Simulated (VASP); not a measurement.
A run of VASP 6.6.1 is set up as follows.

Contents of INCAR:

```
ALGO = Normal ; EDIFF = 1E-6
ENCUT = 520 ; GGA = PE
ISIF = 2 ; ISMEAR = -1
LASPH = True ; LCHARG = True
LELF = True ; LREAL = False
LVHAR = True ; LWAVE = False
NBANDS = 12 ; NELM = 100
PREC = Accurate ; SIGMA = 0.1
```

File KPOINTS:

```
k-points
0
Gamma
  14 14 14
```

File POSCAR:

```
Sb
1.0
    2.1879027727      1.2631862548      3.8431662947
   -2.1879027727      1.2631862548      3.8431662947
    0.0000000000     -2.5263725096      3.8431662947
Sb
2
Direct
    0.2326797760      0.2326797760      0.2326797760
    0.7673202240      0.7673202240      0.7673202240
```

Potentials or basis: VASP PAW PBE potentials, release 64 (Sb).

Command:

```bash
$ cat potpaw_PBE.64/Sb/POTCAR > POTCAR
$ mpirun -np 1 vasp_std > vasp.out
```

**Question.** Predict the largest force.

**Answer.** 0.053 eV/Å.

**Question.** Predict the band gap on the k mesh.

**Answer.** Zero (bands 5 and 6 overlap by 0.28 eV).

**Question.** Predict the pressure.

**Answer.** 0.1 GPa.

Forces in eV/Å, atoms in the order of the input:
```
Sb   0.000  0.000  0.053
Sb   0.000  0.000 -0.053
```

Caveat: spin-orbit coupling is left out, which moves the levels of the heavy elements.
